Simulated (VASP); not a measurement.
# Cu (Cmcm) in VASP: further runs, part 2 of 2

VASP 6.6.1.

## (3) Single point, PBEsol

This run uses another cell than the first one, of 11.75 Å³/atom.

The input, INCAR:

```
ALGO = Fast
EDIFF = 1E-6
ENCUT = 520
GGA = PS
ISIF = 2
ISMEAR = -1
LASPH = T
LCHARG = F
LREAL = F
LWAVE = F
NBANDS = 18
NELM = 80
PREC = Accurate
SIGMA = 0.05
```

The input, KPOINTS:

```
k-points
0
Gamma
  11 11 11
```

The input, POSCAR:

```
Cu
1.0
    1.2102858349     -3.9496901055      0.0000000000
    1.2102858349      3.9496901055      0.0000000000
    0.0000000000      0.0000000000      2.4588809590
Cu
2
Direct
    0.8661333500      0.1338666500      0.7500000000
    0.1338666500      0.8661333500      0.2500000000
```

Potentials or basis: VASP PAW PBE potentials, release 64 (Cu).

Run with:

```console
cat potpaw_PBE.64/Cu/POTCAR > POTCAR
mpirun -np 1 vasp_std > vasp.out
```

OUTCAR:

```text
EDIFF = 1E-6
   ENCUT = 520
   GGA = PS
   ISIF = 2
   ISMEAR = -1
   LASPH = T
   LREAL = F
   NELM = 80
   PREC = Accurate

 ion  position               nearest neighbor table
   1  0.866  0.134  0.750-   2 2.45   2 2.45   2 2.52   2 2.52   2 2.52   2 2.52
   2  0.134  0.866  0.250-   1 2.45   1 2.45   1 2.52   1 2.52   1 2.52   1 2.52

  LATTYP: Found a base centered orthorhombic cell.
 ALAT       =     2.4205716698
 B/A-ratio  =     3.2634357865
 C/A-ratio  =     1.0158265461

  Lattice vectors:

 A1 = (   1.2102858349,  -3.9496901055,   0.0000000000)
 A2 = (   1.2102858349,   3.9496901055,   0.0000000000)
 A3 = (   0.0000000000,   0.0000000000,   2.4588809590)

Analysis of symmetry for initial positions (statically):
=====================================================================
 Subroutine PRICEL returns:
 Original cell was already a primitive cell.

 Routine SETGRP: Setting up the symmetry group for a
 base centered orthorhombic supercell.

 Subroutine GETGRP returns: Found  8 space group operations
 (whereof  4 operations were pure point group operations)
[... 163 lines left out ...]

  energy without entropy =       -8.30011417  energy(sigma->0) =       -8.30214230

 E-fermi :   7.4673     XC(G=0): -12.9011

 val. band max:        7.4445615542   @ k =  -0.3636   0.3636   0.3636
 cond. band min:       7.5105214551   @ k =  -0.3636   0.2727   0.2727
 fundamental gap:      0.0659599008
 Fermi energy:         7.4673409271

 k-point     1 :       0.0000    0.0000    0.0000
  band No.  band energies     occupation
      1      -1.9720      2.00000
      2       2.3718      2.00000
      3       3.1535      2.00000
      4       3.6488      2.00000
      5       4.3779      2.00000
      6       4.6510      2.00000
[... 481 lines left out ...]
      5       4.4897      2.00000
      6       4.5227      2.00000
[... 10 lines left out ...]
     17      28.9990      0.00000
     18      29.0501      0.00000

 [... further k-points ...]

------------------------ aborting loop because EDIFF is reached ----------------------------------------

  FORCE on cell =-STRESS in cart. coord.  units (eV):
  Direction    XX          YY          ZZ          XY          YZ          ZX
  --------------------------------------------------------------------------------------
  -------------------------------------------------------------------------------------
  Total        0.4036057      0.3232433      0.4825360      0.0000000      0.0000000      0.0000000
  in kB       27.5073892     22.0303592     32.8868132      0.0000000      0.0000000      0.0000000
  external PRESSURE =      27.4748538 kB  Pullay stress =       0.0000000 kB

 VOLUME and BASIS-vectors are now :
 -----------------------------------------------------------------------------
  energy-cutoff  :      520.00
  volume of cell :       23.51
      direct lattice vectors                 reciprocal lattice vectors
     1.210285835 -3.949690106  0.000000000     0.413125549 -0.126592210  0.000000000
     1.210285835  3.949690106  0.000000000     0.413125549  0.126592210  0.000000000
     0.000000000  0.000000000  2.458880959     0.000000000  0.000000000  0.406689066

 POSITION                                       TOTAL-FORCE (eV/Angst)
 -----------------------------------------------------------------------------------
      1.21029     -2.89223      1.84416         0.000000     -0.027196     -0.000000
      1.21029      2.89223      0.61472         0.000000      0.027196      0.000000
 -----------------------------------------------------------------------------------
    total drift:                                0.000000      0.000000      0.000000

  FREE ENERGIE OF THE ION-ELECTRON SYSTEM (eV)
  ---------------------------------------------------
  free  energy   TOTEN  =        -8.3041704386 eV

  energy  without entropy=       -8.3001141657  energy(sigma->0) =       -8.30214230
```

Run time: 1.9 min. Hardware: 1 thread of Intel Xeon 8259CL, shared host; peak memory 0.21 GiB.

What came out:

```
Free energy            : -8.3042 eV
Pressure               : 2.7 GPa
Largest force          : 0.027 eV/Å
Band gap on the k mesh : zero (bands 11 and 12 overlap by 5.46 eV)
```

Forces on the atoms (eV/Å):
```
Cu   0.000 -0.027  0.000
Cu   0.000  0.027  0.000
```

Stress tensor (GPa, compression positive):
```
2.75 0.00 0.00
0.00 2.20 0.00
0.00 0.00 3.29
```

Caveat: the PAW data sets were made with another functional, which shifts forces and pressure a little.

## (4) Single point, PBEsol

This run uses another cell than the first one, of 12.23 Å³/atom.

The input, INCAR:

```
SYSTEM = Cu
PREC = Accurate
ENCUT = 520
EDIFF = 1E-7
ISMEAR = -1
SIGMA = 0.05
LREAL = .False.
LASPH = .True.
NELM = 100
ALGO = Normal
ISIF = 2
LWAVE = .False.
LCHARG = .False.
GGA = PS
NBANDS = 18
```

The input, KPOINTS:

```
Automatic mesh
0
Gamma
  11 11 11
  0 0 0
```

The input, POSCAR:

```
Cu
1.0
    1.2265332211     -4.0027124071      0.0000000000
    1.2265332211      4.0027124071      0.0000000000
    0.0000000000      0.0000000000      2.4918900114
Cu
2
Direct
    0.8661333500      0.1338666500      0.7500000000
    0.1338666500      0.8661333500      0.2500000000
```

Run with:

```console
cat potpaw_PBE.64/Cu/POTCAR > POTCAR
mpirun -np 1 vasp_std > vasp.out
```

Run time: 1.9 min. Hardware: 1 thread of Intel Xeon 8259CL, shared host; peak memory 0.21 GiB.

The run converged. Its results:

| Item | Value |
| --- | --- |
| Free energy | -8.2998 eV |
| Pressure | -3.7 GPa |
| Largest force | 0.025 eV/Å |
| Band gap on the k mesh | zero (bands 11 and 12 overlap by 5.36 eV) |

Forces in eV/Å, atoms in the order of the input:
```
Cu   0.000  0.025  0.000
Cu   0.000 -0.025  0.000
```

Stress tensor (GPa, compression positive):
```
-3.30  0.00  0.00
 0.00 -4.31  0.00
 0.00  0.00 -3.35
```

Levels at points of the mesh, in eV from the Fermi level:
| k point | band 9 | band 10 | band 11 | band 12 | band 13 | band 14 |
| --- | --- | --- | --- | --- | --- | --- |
| (0.00, 0.00, 0.00) | -1.81 | -1.67 | -1.43 | -0.06 | 4.67 | 14.53 |

Caveat: the cell stands under tension; the PAW data sets were made with another functional, which shifts forces and pressure a little.

## (5) Single point, PBEsol

This run uses another cell than the first one, of 12.47 Å³/atom.

The input, INCAR:

```
SYSTEM = Cu
ALGO = Fast
EDIFF = 1E-6
ENCUT = 520
GGA = PS
ISIF = 2
ISMEAR = -1
LASPH = .TRUE.
LCHARG = .TRUE.
LELF = .TRUE.
LREAL = .FALSE.
LVHAR = .TRUE.
LWAVE = .FALSE.
NBANDS = 18
NELM = 100
PREC = Accurate
SIGMA = 0.05
```

The input, KPOINTS:

```
k-points
0
G
  11 11 11
  0 0 0
```

The input, POSCAR:

```
Cu
1.0
    1.2344979457     -4.0287047744      0.0000000000
    1.2344979457      4.0287047744      0.0000000000
    0.0000000000      0.0000000000      2.5080715687
Cu
2
Direct
    0.8661333500      0.1338666500      0.7500000000
    0.1338666500      0.8661333500      0.2500000000
```

Run with:

```console
cat potpaw_PBE.64/Cu/POTCAR > POTCAR
mpirun -np 1 vasp_std > vasp.out
```

Run time: 1.9 min. Hardware: 1 thread of Intel Xeon 8259CL, shared host; peak memory 0.21 GiB.

Results (log left out):

- Free energy: -8.2855 eV
- Pressure: -5.8 GPa
- Largest force: 0.047 eV/Å
- Band gap on the k mesh: zero (bands 11 and 12 overlap by 5.31 eV)

Forces on the atoms (eV/Å):
```
Cu   0.000  0.047  0.000
Cu   0.000 -0.047  0.000
```

Stress tensor (GPa, compression positive):
```
-5.33  0.00  0.00
 0.00 -6.54  0.00
 0.00  0.00 -5.62
```

Levels at points of the mesh, in eV from the Fermi level:
```
           k point  band 7  band 8  band 9  band 10  band 11  band 12  band 13  band 14  band 15  band 16
(0.00, 0.00, 0.00)   -2.26   -1.97   -1.78    -1.65    -1.42    -0.02     4.56    14.36    17.89    18.77
```

Caveat: the cell stands under tension; the PAW data sets were made with another functional, which shifts forces and pressure a little.

## (6) Summary

```tsv
cell	gap on the mesh (eV)	pressure (GPa)	largest force (eV/Å)
a = 4.103, b = 4.103, c = 2.442 Å, angles 90.0, 90.0, 145.9°, 2 atoms	none	5.7	0.06
a = 4.131, b = 4.131, c = 2.459 Å, angles 90.0, 90.0, 145.9°, 2 atoms	none	2.7	0.03
a = 4.186, b = 4.186, c = 2.492 Å, angles 90.0, 90.0, 145.9°, 2 atoms	none	-3.7	0.02
a = 4.214, b = 4.214, c = 2.508 Å, angles 90.0, 90.0, 145.9°, 2 atoms	none	-5.8	0.05
```

Alike in all rows: task single point; level PBEsol; potentials or basis VASP PAW PBE potentials, release 64 (Cu); no spin polarisation; k mesh 11 × 11 × 11; cutoff (eV) 520; smearing fermi-dirac 0.05 eV.

Caveats: the PAW data sets were made with another functional, which shifts forces and pressure a little; the cell stands under tension (at least some runs); the cell stands under pressure (at least some runs).

Absolute energies hang on the potentials; compare differences alone.
